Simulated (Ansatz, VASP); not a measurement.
## One calculation of Cd, two programs

Contents of POSCAR:

```
Cd
1.0
    3.0930680000      0.0000000000      0.0000000000
   -1.5465340000      2.6786750000      0.0000000000
    0.0000000000      0.0000000000     10.4307370000
Cd
4
Direct
    0.0000000000      0.0000000000      0.0000000000
    0.3333333333      0.6666666667      0.2500000000
    0.0000000000      0.0000000000      0.5000000000
    0.6666666667      0.3333333333      0.7500000000
```

File INCAR.step1:

```
SYSTEM = Cd
PREC = Accurate
ENCUT = 600
ISMEAR = 0
SIGMA = 0.1
LREAL = .False.
LASPH = .True.
NELM = 60
GGA = PE
ALGO = Normal
EDIFF = 1E-4
LWAVE = .True.
LCHARG = .False.
```

INCAR.step2

```
SYSTEM = Cd
PREC = Accurate
ENCUT = 600
EDIFF = 1E-6
ISMEAR = 0
SIGMA = 0.1
LREAL = .False.
LASPH = .True.
NELM = 60
ALGO = Normal
ISIF = 3
LWAVE = .False.
LCHARG = .False.
METAGGA = R2SCAN
LMIXTAU = .True.
IBRION = 2
NSW = 80
EDIFFG = -0.02
ISTART = 1
```

The input KPOINTS:

```
Automatic mesh
0
Gamma
  8 8 2
  0 0 0
```

Input for Ansatz:

```yaml
crystal:
  lattice:
    - [3.093068, 0.0, 0.0]
    - [-1.546534, 2.678675, 0.0]
    - [0.0, 0.0, 10.430737]
  atoms:
    - { symbol: Cd, position: [0.0, 0.0, 0.0] }
    - { symbol: Cd, position: [0.3333333333333333, 0.6666666666666666, 0.25] }
    - { symbol: Cd, position: [0.0, 0.0, 0.5] }
    - { symbol: Cd, position: [0.6666666666666666, 0.3333333333333333, 0.75] }
basis:
  ecutwfc: 517.016338673772
kpoints:
  mp_grid:
    grid: [8, 8, 2]
    shift: [0.0, 0.0, 0.0]
hamiltonian:
  xc: r2scan
  dispersion: none
scf:
  occupations:
    method: gaussian
    width: 0.1
relax:
  f_tol: 0.02
  cell: {}
```

Alike in both runs: task relaxation of cell and atoms; functional r2SCAN; k mesh 8 × 8 × 2; occupations gaussian, width 0.1 eV; no spin polarisation.

```csv
,VASP,Ansatz
version,VASP 6.6.1,Ansatz 0.2.0
potentials or method,"VASP PAW PBE potentials, release 64 (Cd), cutoff 600 eV","plane waves, PAW"
valence electrons in the cell,48,80
```

```csv
,VASP,Ansatz,Ansatz less VASP
relaxed volume (Å³/atom),21.43,21.35,-0.076
relaxed length of the cell vector where the two differ most in proportion (Å),3.102,3.097,-0.0041
```

VASP's potentials were made for PBE, not for r2SCAN. VASP's potentials hold 48 valence electrons a cell and Ansatz's 80, so a difference there can come from the potentials and not from the codes.
